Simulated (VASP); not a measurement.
Write the native input for VASP 6.6.1 that does the following.

| Item | Value |
| --- | --- |
| Task | single point |
| Functional | BLYP |
| Dispersion | D4 |
| Potentials or basis | VASP PAW PBE potentials, release 64 (Ga_d, N) |
| Cutoff | 520 eV |
| k mesh | 10 × 10 × 10 |
| Occupations | fermi-dirac, width 0.05 eV |
| Spin | no spin polarisation |
| Dipole correction | no |
| Further INCAR settings | ALGO = Normal; EDIFF = 1e-07; NBANDS = 16 |

The structure of GaN lies in POSCAR:

```
GaN
1.0
    0.0000000000      2.2074978911      2.2074978911
    2.2074978911      0.0000000000      2.2074978911
    2.2074978911      2.2074978911      0.0000000000
Ga N
1 1
Direct
    0.0000000000      0.0000000000      0.0000000000
    0.2500000000      0.2500000000      0.2500000000
```

One way to write it, as run:

INCAR

```
SYSTEM = GaN
PREC = Accurate
ENCUT = 520
EDIFF = 1E-7
ISMEAR = -1
SIGMA = 0.05
LREAL = .FALSE.
LASPH = .TRUE.
NELM = 80
ALGO = Normal
ISIF = 2
LWAVE = .FALSE.
LCHARG = .FALSE.
GGA = B5
ALDAX = 1.0
AGGAX = 1.0
AGGAC = 1.0
ALDAC = 0.0
IVDW = 13
VDW_S6 = 1.0
VDW_S8 = 2.34076671
VDW_A1 = 0.44488865
VDW_A2 = 4.0933009
NBANDS = 16
```

KPOINTS

```
regular mesh
0
G
  10 10 10
  0 0 0
```

Potentials or basis: VASP PAW PBE potentials, release 64 (Ga_d, N).

Command:

```console
$ cat potpaw_PBE.64/Ga_d/POTCAR potpaw_PBE.64/N/POTCAR > POTCAR
$ mpirun -np 1 vasp_std > vasp.out
```

Results of the run:

```yaml
Pressure: 13.5 GPa
Band_gap_on_the_k_mesh: 2.22 eV, direct
Dispersion_energy_per_atom: -0.817 eV
```

Caveat: the PAW data sets were made with another functional, which shifts forces and pressure a little.

It took 26 s on 1 thread of Intel(R) Xeon(R) Platinum 8259CL CPU @ 2.50GHz (Skylake/Cascade Lake), on a shared host, peak memory 0.14 GiB.
